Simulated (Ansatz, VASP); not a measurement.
**Ga: VASP beside Ansatz**

```
CELL_PARAMETERS angstrom
0.00000 3.01701 3.01701
3.01701 0.00000 3.01701
3.01701 3.01701 0.00000
ATOMIC_POSITIONS crystal
Ga 0.12500 0.12500 0.12500
Ga 0.87500 0.87500 0.87500
```

Alike in both runs: task single point; functional PBE; k mesh 15 × 15 × 15; occupations fermi-dirac, width 0.1 eV; no spin polarisation.

```csv
,VASP,Ansatz
version,VASP 6.6.1,Ansatz 0.2.0
potentials or method,"VASP PAW PBE potentials, release 64 (Ga_d), cutoff 520 eV","plane waves (420 eV) with PAW, scalar-relativistic"
valence electrons in the cell,26,26
```

Ansatz gave:

- pressure (GPa): -2.2

Q: Which values does VASP return?

A: Pressure (GPa): -2.1.

With one functional, cell and mesh, what is left measures potentials, basis and numerics.
